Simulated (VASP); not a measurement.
A run of VASP 6.6.1:

File INCAR:

```
PREC = Accurate
ENCUT = 520
EDIFF = 1E-6
ISMEAR = 0
SIGMA = 0.05
LREAL = Auto
LASPH = True
NELM = 100
ALGO = Normal
ISIF = 2
LWAVE = False
LCHARG = True
GGA = PS
LELF = True
LVHAR = True
NBANDS = 98
```

Contents of KPOINTS:

```
regular mesh
0
Gamma
  4 4 4
```

POSCAR

```
Ba8Zn3N6O3
1.0
    4.0603386242      4.0603386242      0.0000000000
    4.0603386242     -8.1206772484      0.0000000000
    0.0000000000      0.0000000000     -9.0833214478
Ba Zn N O
8 3 6 3
Direct
    0.0000000000      0.0000000000      0.7629636405
    0.3388639374      0.6777278748      0.7661667640
    0.6611359910      0.3222721357      0.7661667640
    0.0000000000      0.0000000000      0.2370364203
    0.3388639374      0.6777278748      0.2338332968
    0.6611359910      0.3222721357      0.2338332968
    0.8371617036      0.6743235610      0.5000000304
    0.1628382247      0.3256764494      0.5000000304
    0.4999999231      0.0000000000      0.9999999507
    0.8307189733      0.6614381004      0.9999999507
    0.1692809550      0.3385619100      0.9999999507
    0.4999999231      0.0000000000      0.1956535404
    0.8309583622      0.6619168782      0.1985386084
    0.1690415661      0.3380831322      0.1985386084
    0.4999999231      0.0000000000      0.8043465204
    0.8309583622      0.6619168782      0.8014614524
    0.1690415661      0.3380831322      0.8014614524
    0.3121614847      0.6243229694      0.5000000304
    0.6878384437      0.3756770410      0.5000000304
    0.0000000000      0.0000000000      0.5000000304
```

Potentials or basis: VASP PAW PBE potentials, release 64 (Ba_sv, Zn, N, O).

Run with:

```console
$ cat potpaw_PBE.64/Ba_sv/POTCAR potpaw_PBE.64/Zn/POTCAR potpaw_PBE.64/N/POTCAR potpaw_PBE.64/O/POTCAR > POTCAR
$ mpirun -np 1 vasp_std > vasp.out
```

Hardware: 1 thread of AMD EPYC 7R43 64-Core Processor (Zen 3), on a shared host.

Problem. How long does it take, and how much memory?

Solution. Wall time 93 min on 1 thread of AMD EPYC 7R43 64-Core Processor (Zen 3), on a shared host, peak memory 0.85 GiB. Counts: scf iterations 20, k points 21.
